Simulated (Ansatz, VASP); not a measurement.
# SnSe in VASP and in Ansatz

```xyz
2
Lattice="0.0000 2.9664 2.9664 2.9664 0.0000 2.9664 2.9664 2.9664 0.0000" Properties=species:S:1:pos:R:3 pbc="T T T"
Sn    0.0000    0.0000    0.0000
Se    2.9664    2.9664    2.9664
```

Alike in both runs: task single point; functional PBEsol; k mesh 8 × 8 × 8; occupations gaussian, width 0.02 eV; no spin polarisation.

```csv
,VASP,Ansatz
version,VASP 6.6.1,Ansatz 0.2.0
potentials or method,"VASP PAW PBE potentials, release 64 (Sn_d, Se), cutoff 520 eV","scalar-relativistic, plane waves, PAW"
valence electrons in the cell,20,30
```

|  | VASP | Ansatz | Ansatz less VASP |
| --- | --- | --- | --- |
| gap on the k mesh at the Fermi level (eV) | 0.76 | 0.76 | -0.001 |
| least direct gap on the mesh (eV) | 0.85 | 0.85 | -0.002 |
| pressure (GPa) | 0.4 | 0.4 | -0.02 |

VASP's potentials were made for PBE, not for PBEsol. VASP's potentials hold 20 valence electrons a cell and Ansatz's 30, so a difference there can come from the potentials and not from the codes.
